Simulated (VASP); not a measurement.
Crystal: SnSe2.

```
Sn Se
1.0
     5.30276    0.00000    0.00000
     0.00000    5.30276    0.00000
     0.00000    0.00000    5.01884
Sn Se
1 2
Direct
  0.00000 0.00000 0.50000
  0.50000 0.00000 0.50000
  0.00000 0.50000 0.50000
```

The cell was generated, and may not be a known phase.

| Item | Value |
| --- | --- |
| Program | VASP 6.6.1 |
| Task | relaxation of cell and atoms |
| Functional | PBE |
| Potentials or basis | VASP PAW PBE potentials, release 64 (Sn_d, Se) |
| Cutoff | 600 eV |
| k mesh | 10 × 10 × 10 |
| Occupations | gaussian, width 0.1 eV |
| Spin | no spin polarisation |

At the start: pressure -0.4 GPa; volume 47.04 Å³/atom.

Q: Where does the relaxation end?

A: Over 12 steps the energy falls by 7.4 meV/atom and the volume is 60.17 Å³/atom (+27.9 %); space group P4/mmm (No. 123, to 0.1 Å) before and after.

The path:
```csv
step,energy change (eV),largest force (eV/Å),pressure (GPa),volume (Å³)
1,0.0000,0.0000,-0.40,141.13
2,-0.0042,0.0000,0.35,138.76
3,-0.0051,0.0000,0.12,139.44
4,-0.0059,0.0000,0.13,139.96
5,-0.0081,0.0000,0.10,141.50
6,-0.0118,0.0000,0.08,144.59
7,-0.0168,0.0000,0.03,150.79
8,-0.0214,0.0000,-0.03,163.20
9,-0.0221,0.0000,-0.04,168.99
10,-0.0220,0.0000,-0.09,180.58
11,0.0135,0.0000,1.15,179.47
12,-0.0222,0.0000,-0.02,180.52
```

Final structure:
```cif
data_structure
_symmetry_space_group_name_H-M 'P 1'
_symmetry_Int_Tables_number 1
_cell_length_a 5.2692
_cell_length_b 5.2692
_cell_length_c 6.5018
_cell_angle_alpha 90.000
_cell_angle_beta 90.000
_cell_angle_gamma 90.000
_cell_volume 180.52
loop_
_atom_site_label
_atom_site_type_symbol
_atom_site_fract_x
_atom_site_fract_y
_atom_site_fract_z
_atom_site_occupancy
Sn1 Sn 0.00000 0.00000 0.50000 1
Se1 Se 0.50000 0.00000 0.50000 1
Se2 Se 0.00000 0.50000 0.50000 1
```

Caveat: the volume moved by over 15 % at a fixed basis, so the end points are rough.
